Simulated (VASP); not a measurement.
A run of VASP 6.6.1 is set up as follows.

File INCAR:

```
SYSTEM = PtSe2
  PREC = Accurate
  ENCUT = 520
  EDIFF = 1E-6
  ISMEAR = -1
  SIGMA = 0.02
  LREAL = .False.
  LASPH = .True.
  NELM = 80
  ALGO = Normal
  ISIF = 2
  LWAVE = .False.
  LCHARG = .False.
  GGA = PE
  NBANDS = 18
```

File KPOINTS:

```
regular mesh
0
Gamma
  12 12 6
  0 0 0
```

POSCAR

```
PtSe2
1.0
    3.7286503688      0.0000000000      0.0000000000
   -1.8643251844      3.2291059412      0.0000000000
    0.0000000000      0.0000000000      5.2771565760
Pt Se
1 2
Direct
    0.0000000000      0.0000000000      0.0000000000
    0.3333333333      0.6666666667      0.2462188986
    0.6666666667      0.3333333333      0.7537811014
```

Potentials or basis: VASP PAW PBE potentials, release 64 (Pt, Se).

Run with:

```sh
$ cat potpaw_PBE.64/Pt/POTCAR potpaw_PBE.64/Se/POTCAR > POTCAR
$ mpirun -np 1 vasp_std > vasp.out
```

Estimate the pressure.

3.8 GPa.

What does it give for the largest force?

0.173 eV/Å.

Stress tensor (GPa, compression positive):
```
4.33 0.00 0.00
0.00 4.33 0.00
0.00 0.00 2.59
```
